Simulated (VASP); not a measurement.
Here is a VASP 6.6.1 calculation.

Contents of POSCAR:

```
GaN
1.0
    0.0637578046      2.2489525415      2.2489525415
    2.2489525415      0.0637578046      2.2489525415
    2.3127103461      2.3127103461      0.0000000000
Ga N
1 1
Direct
    0.0041150616      0.0041150616     -0.0041150616
    0.2458849384      0.2458849384      0.2541150616
```

The input INCAR.step1:

```
  PREC = Accurate
  ENCUT = 520
  ISMEAR = 0
  SIGMA = 0.01
  LREAL = F
  LASPH = T
  NELM = 60
  NBANDS = 16
  GGA = PE
  ALGO = Normal
  EDIFF = 1E-4
  LWAVE = T
  LCHARG = F
```

The input INCAR.step2:

```
  PREC = Accurate
  ENCUT = 520
  EDIFF = 1E-7
  ISMEAR = 0
  SIGMA = 0.01
  LREAL = F
  LASPH = T
  NELM = 60
  ALGO = Normal
  ISIF = 2
  LWAVE = F
  LCHARG = F
  METAGGA = R2SCAN
  LMIXTAU = T
  NBANDS = 16
  ISTART = 1
```

File KPOINTS:

```
regular mesh
0
Gamma
  10 10 10
```

Potentials or basis: VASP PAW PBE potentials, release 64 (Ga_d, N).

Launch:

```bash
$ cat potpaw_PBE.64/Ga_d/POTCAR potpaw_PBE.64/N/POTCAR > POTCAR
$ cp INCAR.step1 INCAR
$ mpirun -np 1 vasp_std > vasp.out
$ cp INCAR.step2 INCAR
$ mpirun -np 1 vasp_std > vasp.out
```

Question: Estimate the band gap on the k mesh.

Answer: 1.90 eV, direct.

Question: What does it give for the largest force?

Answer: 0.016 eV/Å.

Question: What does it give for the pressure?

Answer: 1.2 GPa.

Forces in eV/Å, atoms in the order of the input:
```
Ga   0.000  0.000  0.016
N    0.000  0.000 -0.016
```

Caveat: the cell differs from its parent crystal (shear xy strain +5.7%); the PAW data sets were made with another functional, which shifts forces and pressure a little.
